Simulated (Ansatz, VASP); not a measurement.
**MnSb in VASP and in Ansatz**

The input INCAR:

```
SYSTEM = MnSb
PREC = Accurate
ENCUT = 500
EDIFF = 1E-6
ISMEAR = 0
SIGMA = 0.028999999999999998
LREAL = .False.
LASPH = .True.
NELM = 200
ALGO = Normal
ISIF = 2
LWAVE = .False.
LCHARG = .True.
ISPIN = 2
MAGMOM = 0 0 4 4
LORBIT = 11
LMAXMIX = 4
GGA = PE
LELF = .True.
LVHAR = .True.
NBANDS = 30
GGA_COMPAT = .False.
```

KPOINTS

```
regular mesh
0
Gamma
  7 7 5
  0 0 0
```

File POSCAR:

```
MnSb
1.0
    4.1500000000      0.0000000000      0.0000000000
   -2.0750000000      3.5940054257      0.0000000000
    0.0000000000      0.0000000000      5.7800000000
Sb Mn
2 2
Direct
    0.6666666667      0.3333333333      0.7500000000
    0.3333333333      0.6666666667      0.2500000000
    0.0000000000      0.0000000000      0.5000000000
    0.0000000000      0.0000000000      0.0000000000
```

The input input.yaml:

```yaml
crystal:
  lattice:
    - [4.15, 0.0, 0.0]
    - [-2.075, 3.5940054257, 0.0]
    - [0.0, 0.0, 5.78]
  atoms:
    - { symbol: Sb, position: [0.6666666667, 0.3333333333, 0.75] }
    - { symbol: Sb, position: [0.3333333333, 0.6666666667, 0.25] }
    - { symbol: Mn, position: [0.0, 0.0, 0.5], spin: 4.0 }
    - { symbol: Mn, position: [0.0, 0.0, 0.0], spin: 4.0 }
hamiltonian:
  xc: pbe
  pseudopotentials: { kind: paw }
magnetization:
  spin_polarized: true
kpoints:
  mp_grid: { grid: [7, 7, 5] }
scf:
  occupations: { method: gaussian, width: 0.029 }
output:
  forces: true
  stress: true
  eigenvalues: true
```

Alike in both runs: task single point; functional PBE; k mesh 7 × 7 × 5; occupations gaussian, width 0.029 eV; collinear spin.

|  | VASP | Ansatz |
| --- | --- | --- |
| version | VASP 6.6.1 | Ansatz 0.2.0 |
| potentials or method | VASP PAW PBE potentials, release 64 (Sb, Mn_pv) | Ansatz PAW |
| plane-wave cutoff (eV) | 500 | 420 |
| valence electrons in the cell | 36 | 60 |

Ansatz gave:

```
gap on the k mesh at the Fermi level (eV)                     : none
pressure (GPa)                                                : -3.3
traceless stress, the component that is largest in VASP (GPa) : -0.79
net moment per atom (μB)                                      : 1.67
size of the moment on the site where the two differ most (μB) : 3.43
```

Problem. What did VASP give for the same quantities?

Solution. gap on the k mesh at the Fermi level (eV): none; pressure (GPa): -3.4; traceless stress, the component that is largest in VASP (GPa): -0.80; net moment per atom (μB): 1.67; size of the moment on the site where the two differ most (μB): 3.39.

Site moments also hang on the region over which each program counts them. A gap of «none» marks a metal or a gap that the smearing closes. The functional is the same, so the differences come from potentials, cutoffs and numerics. VASP's potentials hold 36 valence electrons a cell and Ansatz's 60, so a difference there can come from the potentials and not from the codes.

Spin-orbit coupling is off throughout.
